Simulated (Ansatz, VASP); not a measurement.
# Hg: VASP beside Ansatz

```
CELL_PARAMETERS angstrom
4.80219 0.00000 0.00000
0.00000 4.20865 0.00000
-0.55207 0.00000 3.14521
ATOMIC_POSITIONS crystal
Hg 0.50000 0.00000 0.50000
Hg 0.00000 0.50000 0.50000
```

Change from the starting cell: equal strain along all axes, cell held, atoms relaxed: +3.0 %.

Alike in both runs: task single point; functional PBE; k mesh 10 × 10 × 14; occupations gaussian, width 0.1 eV; no spin polarisation.

|  | VASP | Ansatz |
| --- | --- | --- |
| version | VASP 6.6.1 | Ansatz 0.2.0 |
| potentials or method | VASP PAW PBE potentials, release 64 (Hg), cutoff 520 eV | scalar-relativistic, plane waves, PAW |
| valence electrons in the cell | 24 | 40 |

```csv
,VASP,Ansatz,Ansatz less VASP
gap on the k mesh at the Fermi level (eV),none,none,-
pressure (GPa),-0.5,-0.6,-0.11
```

A gap of «none» marks a metal or a gap that the smearing closes. The functional is the same, so the differences come from potentials, cutoffs and numerics. VASP's potentials hold 24 valence electrons a cell and Ansatz's 40, so a difference there can come from the potentials and not from the codes.

Neither program's run includes spin-orbit coupling.
